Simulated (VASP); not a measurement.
Input of a VASP 6.6.1 run:

INCAR

```
ALGO = Fast ; EDIFF = 1E-7
ENCUT = 520 ; GGA = PE
ISIF = 2 ; ISMEAR = 0
IVDW = 12 ; LASPH = T
LCHARG = F ; LREAL = F
LWAVE = F ; NBANDS = 12
NELM = 60 ; PREC = Accurate
SIGMA = 0.1
```

Contents of KPOINTS:

```
k-points
0
Gamma
  18 18 18
```

The input POSCAR:

```
Ti
1.0
    0.0000000000      2.0188004724      2.0188004724
    2.0188004724      0.0000000000      2.0188004724
    2.0188004724      2.0188004724      0.0000000000
Ti
1
Direct
    0.0000000000      0.0000000000      0.0000000000
```

Potentials or basis: VASP PAW PBE potentials, release 64 (Ti_sv).

The run is started by

```bash
$ cat potpaw_PBE.64/Ti_sv/POTCAR > POTCAR
$ mpirun -np 1 vasp_std > vasp.out
```

(1) Predict the band gap on the k mesh.

(2) Estimate the dispersion energy per atom.

(3) What does it give for the pressure?

Answers

(1) zero (bands 6 and 7 overlap by 1.36 eV).

(2) -0.637 eV.

(3) -0.4 GPa.
